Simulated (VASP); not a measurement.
# Li2YZnC6N6 (Fm-3m) in VASP: notebook, part 2 of 2

VASP 6.6.1.

### Step 4. Relaxation of cell and atoms, PBE

This run uses another cell than the first one, of 18.58 Å³/atom.

Input file INCAR:

```
SYSTEM = Li2YZnC6N6
  ALGO = Normal
  EDIFF = 1E-6
  EDIFFG = -0.04
  ENCUT = 600
  GGA = PE
  IBRION = 2
  ISIF = 3
  ISMEAR = 0
  LASPH = .True.
  LCHARG = .False.
  LREAL = Auto
  LWAVE = .False.
  NELM = 100
  NSW = 90
  PREC = Accurate
  SIGMA = 0.1
```

Input file KPOINTS:

```
k-points
0
Gamma
  4 4 4
  0 0 0
```

Input file POSCAR:

```
Li2YZnC6N6
1.0
    0.0000000000      5.2970000000      5.2970000000
    5.2970000000      0.0000000000      5.2970000000
    5.2970000000      5.2970000000      0.0000000000
Li Y Zn C N
2 1 1 6 6
Direct
    0.2500000000      0.2500000000      0.2500000000
    0.7500000000      0.7500000000      0.7500000000
    0.5000000000      0.5000000000      0.5000000000
    0.0000000000      0.0000000000      0.0000000000
    0.8190485200      0.1809514800      0.1809514800
    0.1809514800      0.8190485200      0.1809514800
    0.1809514800      0.1809514800      0.8190485200
    0.1809514800      0.8190485200      0.8190485200
    0.8190485200      0.1809514800      0.8190485200
    0.8190485200      0.8190485200      0.1809514800
    0.7086086500      0.2913913500      0.2913913500
    0.2913913500      0.7086086500      0.2913913500
    0.2913913500      0.2913913500      0.7086086500
    0.2913913500      0.7086086500      0.7086086500
    0.7086086500      0.2913913500      0.7086086500
    0.7086086500      0.7086086500      0.2913913500
```

Potentials or basis: VASP PAW PBE potentials, release 64 (Li_sv, Y_sv, Zn, C, N).

The run is started by

```console
cat potpaw_PBE.64/Li_sv/POTCAR potpaw_PBE.64/Y_sv/POTCAR potpaw_PBE.64/Zn/POTCAR potpaw_PBE.64/C/POTCAR potpaw_PBE.64/N/POTCAR > POTCAR
mpirun -np 1 vasp_std > vasp.out
```

OUTCAR:

```text
SYSTEM = Li2YZnC6N6
   EDIFF = 1E-6
   EDIFFG = -0.04
   ENCUT = 600
   GGA = PE
   IBRION = 2
   ISIF = 3
   ISMEAR = 0
   LASPH = .True.
   LREAL = Auto
   NELM = 100
   NSW = 90
   PREC = Accurate

 ion  position               nearest neighbor table
   1  0.250  0.250  0.250-
   2  0.750  0.750  0.750-
   3  0.500  0.500  0.500-  11 2.21  12 2.21  13 2.21  14 2.21  15 2.21  16 2.21
   4  0.000  0.000  0.000-   5 1.92   6 1.92   7 1.92   8 1.92   9 1.92  10 1.92
   5  0.819  0.181  0.181-  11 1.17   4 1.92
   6  0.181  0.819  0.181-  12 1.17   4 1.92
   7  0.181  0.181  0.819-  13 1.17   4 1.92
   8  0.181  0.819  0.819-  14 1.17   4 1.92
   9  0.819  0.181  0.819-  15 1.17   4 1.92
  10  0.819  0.819  0.181-  16 1.17   4 1.92
  11  0.709  0.291  0.291-   5 1.17   3 2.21
  12  0.291  0.709  0.291-   6 1.17   3 2.21
[... 344 lines left out ...]
  free  energy   TOTEN  =      -113.4896941222 eV

  energy  without entropy=     -113.4593531822  energy(sigma->0) =     -113.47452365

[... ionic steps 4 to 11 ...]

--------------------------------------- Ionic step       12  -------------------------------------------

 number of electron      82.9999990 magnetization

------------------------ aborting loop because EDIFF is reached ----------------------------------------
[... 95 lines left out ...]
--------------------------------------- Ionic step       14  -------------------------------------------

 number of electron      82.9999992 magnetization

 Free energy of the ion-electron system (eV)
  ---------------------------------------------------
  ext. energy  EPLUGINS =         0.00000000
  ---------------------------------------------------
  free energy    TOTEN  =      -113.94812701 eV

  energy without entropy =     -113.91707780  energy(sigma->0) =     -113.93260240

 E-fermi :   1.2399     XC(G=0):  -6.5725

 val. band max:        1.2317087240   @ k =   0.0000   0.0000   0.0000
 cond. band min:       1.3476322474   @ k =   0.5000   0.2500   0.0000
 fundamental gap:      0.1159235234
 Fermi energy:         1.2398841760

 k-point     1 :       0.0000    0.0000    0.0000
  band No.  band energies     occupation
      1     -49.4887      2.00000
      2     -49.4887      2.00000
      3     -42.9386      2.00000
      4     -23.0320      2.00000
      5     -23.0320      2.00000
      6     -23.0320      2.00000
[... 456 lines left out ...]
  FREE ENERGIE OF THE ION-ELECTRON SYSTEM (eV)
  ---------------------------------------------------
  free  energy   TOTEN  =      -113.9481270057 eV

  energy  without entropy=     -113.9170777991  energy(sigma->0) =     -113.93260240

 reached required accuracy - stopping structural energy minimisation
```

It took 21 min on 1 thread of Intel Xeon 6975P-C (Granite Rapids), shared host; peak memory 0.61 GiB.

Results:

- Free energy: -113.9481 eV
- Relaxed volume: 23.80 Å³/atom
- Relaxed cell: a = 8.135 Å, b = 8.135 Å, c = 8.135 Å, α = 60.00°, β = 60.00°, γ = 60.00°
- Space group after relaxing (to 0.1 Å): Fm-3m (No. 225)
- Energy gained by relaxing: 217.8 meV/atom
- Ionic steps: 14
- Pressure after relaxing: -0.1 GPa
- Largest force after relaxing: 0.015 eV/Å
- Band gap on the k mesh: zero (an odd number of electrons rules out a gap without spin polarisation)

Forces in eV/Å, atoms in the order of the input:
```
Li   0.000  0.000  0.000
Li   0.000  0.000  0.000
Y    0.000  0.000  0.000
Zn   0.000  0.000  0.000
C   -0.003  0.000  0.000
C    0.000 -0.003  0.000
C    0.000  0.000 -0.003
C    0.003  0.000  0.000
C    0.000  0.003  0.000
C    0.000  0.000  0.003
N   -0.015  0.000  0.000
N    0.000 -0.015  0.000
N    0.000  0.000 -0.015
N    0.015  0.000  0.000
N    0.000  0.015  0.000
N    0.000  0.000  0.015
```

The path:
| step | energy change (eV) | largest force (eV/Å) | pressure (GPa) | volume (Å³) |
| --- | --- | --- | --- | --- |
| 1 | 0.0000 | 2.1972 | 14.09 | 297.25 |
| 2 | -3.0051 | 4.4289 | 4.01 | 373.22 |
| 3 | -3.0263 | 4.0960 | 4.39 | 367.15 |
| 4 | -0.4458 | 7.6283 | -9.43 | 419.91 |
| 5 | -3.4280 | 0.6499 | -0.51 | 379.75 |
| 6 | -3.4309 | 0.3991 | -0.20 | 378.80 |
| 7 | -3.4310 | 0.3371 | -0.12 | 378.57 |
| 8 | -3.4440 | 0.2788 | -0.13 | 379.10 |
| 9 | -3.4716 | 0.1527 | -0.17 | 380.71 |
| 10 | -3.4770 | 0.2018 | -0.15 | 383.93 |
| 11 | -3.4825 | 0.1111 | -0.16 | 382.63 |
| 12 | -3.4767 | 0.5053 | -0.59 | 381.87 |
| 13 | -3.4830 | 0.0495 | -0.27 | 382.46 |
| 14 | -3.4847 | 0.0151 | -0.07 | 380.75 |

Final structure:
```yaml
crystal:
  lattice:
    - [0.00000, 5.75266, 5.75266]
    - [5.75266, 0.00000, 5.75266]
    - [5.75266, 5.75266, 0.00000]
  atoms:
    - { symbol: Li, position: [0.25000, 0.25000, 0.25000] }
    - { symbol: Li, position: [0.75000, 0.75000, 0.75000] }
    - { symbol: Y, position: [0.50000, 0.50000, 0.50000] }
    - { symbol: Zn, position: [0.00000, 0.00000, 0.00000] }
    - { symbol: C, position: [0.80684, 0.19316, 0.19316] }
    - { symbol: C, position: [0.19316, 0.80684, 0.19316] }
    - { symbol: C, position: [0.19316, 0.19316, 0.80684] }
    - { symbol: C, position: [0.19316, 0.80684, 0.80684] }
    - { symbol: C, position: [0.80684, 0.19316, 0.80684] }
    - { symbol: C, position: [0.80684, 0.80684, 0.19316] }
    - { symbol: N, position: [0.70442, 0.29558, 0.29558] }
    - { symbol: N, position: [0.29558, 0.70442, 0.29558] }
    - { symbol: N, position: [0.29558, 0.29558, 0.70442] }
    - { symbol: N, position: [0.29558, 0.70442, 0.70442] }
    - { symbol: N, position: [0.70442, 0.29558, 0.70442] }
    - { symbol: N, position: [0.70442, 0.70442, 0.29558] }
```

Levels at points of the mesh, in eV from the Fermi level:
```
           k point  band 40  band 41  band 42  band 43  band 44  band 45
(0.00, 0.00, 0.00)    -3.47    -3.47    -0.55    -0.01    -0.01    -0.01
(0.50, 0.00, 0.00)    -3.33    -3.33     0.12     0.16     0.42     0.53
(0.50, 0.50, 0.00)    -3.50    -3.45    -0.01     0.19     0.54     0.83
```

Caveat: the cutoff is under 1.25 times the usual one of these potentials, so pressure, stress and relaxed cells hold a basis-set (Pulay) error; the volume moved by over 15 % at a fixed basis, so the end points are rough; an odd number of electrons without spin polarisation forces a metal; a magnetic or distorted state may lie lower.

The gap in the log of VASP goes by the Fermi energy; the results here count the filled bands.